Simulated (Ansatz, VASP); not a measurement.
## TlCrF4 in VASP and in Ansatz

```
Cr Tl F
1.0
    -3.05538    3.05538    2.51356
     3.05538   -3.05538    2.51356
     3.05538    3.05538   -2.51356
Cr Tl F
1 1 4
Cartesian
  0.0000 0.0000 2.5136
  0.0000 0.0000 0.0000
  1.9264 0.0000 0.0000
  4.1844 0.0000 0.0000
  0.0000 1.9264 0.0000
  0.0000 4.1844 0.0000
```

Alike in both runs: task relaxation of cell and atoms; functional PBE; k mesh 3 × 3 × 3; occupations gaussian, width 0.15 eV; collinear spin.

```csv
,VASP,Ansatz
version,VASP 6.6.1,Ansatz 0.2.0
potentials or method,"VASP PAW PBE potentials, release 64 (Cr_pv, Tl_d, F), cutoff 600 eV","scalar-relativistic, plane waves, PAW"
valence electrons in the cell,53,55
```

```csv
,VASP,Ansatz,Ansatz less VASP
net moment per atom (μB),0.83,0.83,+0.004
size of the moment on the site where the two differ most (μB),4.32,4.63,+0.310
relaxed volume (Å³/atom),21.31,24.65,+3.335
relaxed cell length with the largest relative difference (Å),5.502,5.777,+0.2756
```

Site moments also hang on the region over which each program counts them. One of these differences is far larger than is usual between the two programs; its cause wasn't traced. VASP's potentials hold 53 valence electrons a cell and Ansatz's 55, so a difference there can come from the potentials and not from the codes.

The k mesh is coarse, so the values compare programs but aren't converged. Spin-orbit coupling is off throughout. Noted on VASP's run: the volume moved by over 15 % at a fixed basis, so the end points are rough.
